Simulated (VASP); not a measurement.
Here is a VASP 6.6.1 calculation.

The input INCAR:

```
ALGO     = Normal         # electronic algorithm
EDIFF    = 1E-7           # SCF threshold, eV
EDIFFG   = -0.01          # ionic threshold
ENCUT    = 500            # plane-wave cutoff, eV
GGA      = PE             # functional
GGA_COMPAT= False        
IBRION   = 2              # ionic algorithm
ISIF     = 3              # what is computed and relaxed
ISMEAR   = -1             # smearing method
LASPH    = True           # aspherical terms in the spheres
LCHARG   = False          # write CHGCAR
LREAL    = False          # projectors in reciprocal space
LWAVE    = False          # write WAVECAR
NELM     = 120            # most SCF steps
NELMIN   = 4            
NSW      = 80             # ionic steps
PREC     = Accurate       # precision mode
SIGMA    = 0.1            # smearing width, eV
```

File KPOINTS:

```
k-points
0
Gamma
  6 6 6
```

POSCAR

```
Ru
1.0
    4.7686371176      0.0000000000      0.0000000000
    0.0000000000      4.7686371176      0.0000000000
    0.0000000000      0.0000000000      4.7686371176
Ru
8
Direct
    0.0000000000      0.0000000000      0.0000000000
    0.5000000000      0.5000000000      0.5000000000
    0.2500000000      0.0000000000      0.5000000000
    0.7500000000      0.0000000000      0.5000000000
    0.5000000000      0.2500000000      0.0000000000
    0.5000000000      0.7500000000      0.0000000000
    0.0000000000      0.5000000000      0.2500000000
    0.0000000000      0.5000000000      0.7500000000
```

Potentials or basis: VASP PAW PBE potentials, release 64 (Ru_pv).

Launch:

```console
$ cat potpaw_PBE.64/Ru_pv/POTCAR > POTCAR
$ mpirun -np 1 vasp_std > vasp.out
```

(1) Predict the space group after relaxing (to 0.1 Å).

(2) Predict the band gap on the k mesh.

(3) What does it give for the relaxed volume?

(4) What does it give for the relaxed cell?

## Answers

(1) Pm-3n (No. 223).

(2) zero (bands 56 and 57 overlap by 0.86 eV).

(3) 14.23 Å³/atom.

(4) a = 4.846 Å, b = 4.846 Å, c = 4.846 Å, α = 90.00°, β = 90.00°, γ = 90.00°.
